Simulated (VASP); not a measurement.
Set up this calculation in VASP 6.6.1, as the native input.

```
Task                   : single point
Functional             : PBEsol
Potentials or basis    : VASP PAW PBE potentials, release 64 (Pb_d, Se)
Cutoff                 : 520 eV
k mesh                 : 8 × 8 × 8
Occupations            : fermi-dirac, width 0.05 eV
Spin                   : no spin polarisation
Dipole correction      : no
Further INCAR settings : ALGO = Normal; EDIFF = 1e-06; NBANDS = 17
```

The structure of PbSe (Clausthalite) lies in POSCAR:

```
PbSe
1.0
    0.0000000000      3.0401081059      3.0401081059
    3.0401081059      0.0000000000      3.0401081059
    3.0401081059      3.0401081059      0.0000000000
Pb Se
1 1
Direct
    0.0000000000      0.0000000000      0.0000000000
    0.5000000000      0.5000000000      0.5000000000
```

This cell differs from its parent crystal: volume scaled by 0.98.

The input as run:

INCAR

```
  PREC = Accurate
  ENCUT = 520
  EDIFF = 1E-6
  ISMEAR = -1
  SIGMA = 0.05
  LREAL = False
  LASPH = True
  NELM = 100
  ALGO = Normal
  ISIF = 2
  LWAVE = False
  LCHARG = True
  GGA = PS
  LELF = True
  LVHAR = True
  NBANDS = 17
```

KPOINTS

```
Automatic mesh
0
Gamma
  8 8 8
```

Potentials or basis: VASP PAW PBE potentials, release 64 (Pb_d, Se).

Run with:

```bash
$ cat potpaw_PBE.64/Pb_d/POTCAR potpaw_PBE.64/Se/POTCAR > POTCAR
$ mpirun -np 1 vasp_std > vasp.out
```

It gave:

| Item | Value |
| --- | --- |
| Pressure | 0.6 GPa |
| Band gap on the k mesh | 0.13 eV, direct |

Caveat: the PAW data sets were made with another functional, which shifts forces and pressure a little; spin-orbit coupling is left out, which moves the levels of the heavy elements.

It took 53 s on 1 thread of AMD EPYC 7R13, with other jobs on the host, peak memory 0.16 GiB.
